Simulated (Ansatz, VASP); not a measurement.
One calculation of Ge, two programs

```
CELL_PARAMETERS angstrom
0.00000 2.81071 2.81071
2.81071 0.00000 2.81071
2.81071 2.81071 0.00000
ATOMIC_POSITIONS crystal
Ge 0.51167 0.48833 0.48833
Ge 0.73833 0.76167 0.76167
```

Change from the starting cell: mode 4 frozen in at -0.066 Å, strain +e along z and -e/2 along x and y +0.0000.

Alike in both runs: task single point; functional LDA; k mesh 14 × 14 × 14; occupations gaussian, width 0.15 eV; no spin polarisation.

|  | VASP | Ansatz |
| --- | --- | --- |
| version | VASP 6.6.1 | Ansatz 0.2.0 |
| potentials or method | VASP PAW LDA potentials, release 64 (Ge_d), cutoff 520 eV | scalar-relativistic, plane waves, PAW |
| valence electrons in the cell | 28 | 28 |

Ansatz gave:

* gap on the k mesh at the Fermi level (eV): none
* pressure (GPa): 0.6
* traceless stress, the component that is largest in VASP (GPa): -4.20
* rms of the force components (eV/Å): 0.836

Question: What did VASP give for the same quantities?

Answer: gap on the k mesh at the Fermi level (eV): none; pressure (GPa): 0.8; traceless stress, the component that is largest in VASP (GPa): -4.25; rms of the force components (eV/Å): 0.842.

Ansatz warns that its potentials were made for another functional, while VASP's fit it. LDA's correlation is that of Perdew and Zunger in VASP and of Perdew and Wang (1992) in Ansatz. Atom by atom the forces differ by 0.006 eV/Å (rms over components). A gap of «none» marks a metal or a gap that the smearing closes.
